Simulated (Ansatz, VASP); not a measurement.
**AlN in VASP and in Ansatz**

```xyz
4
Lattice="3.1110 0.0000 0.0000 -1.5555 2.6942 0.0000 0.0000 0.0000 5.0109" Properties=species:S:1:pos:R:3 pbc="T T T"
Al    0.0000    1.7961    0.0032
Al    1.5555    0.8981    2.5086
N     0.0000    1.7961    1.9110
N     1.5555    0.8981    4.4164
```

Alike in both runs: task single point; functional HSE06; k mesh 6 × 6 × 4; occupations gaussian, width 0.03 eV; no spin polarisation.

|  | VASP | Ansatz |
| --- | --- | --- |
| version | VASP 6.6.1 | Ansatz 0.2.0 |
| potentials or method | VASP PAW PBE potentials, release 64 (Al, N) | scalar-relativistic, plane waves, PAW |
| plane-wave cutoff (eV) | 520 | 420 |
| valence electrons in the cell | 16 | 16 |

```csv
,VASP,Ansatz,Ansatz less VASP
gap on the k mesh at the Fermi level (eV),5.53,5.53,+0.007
least direct gap on the mesh (eV),5.53,5.53,+0.007
```
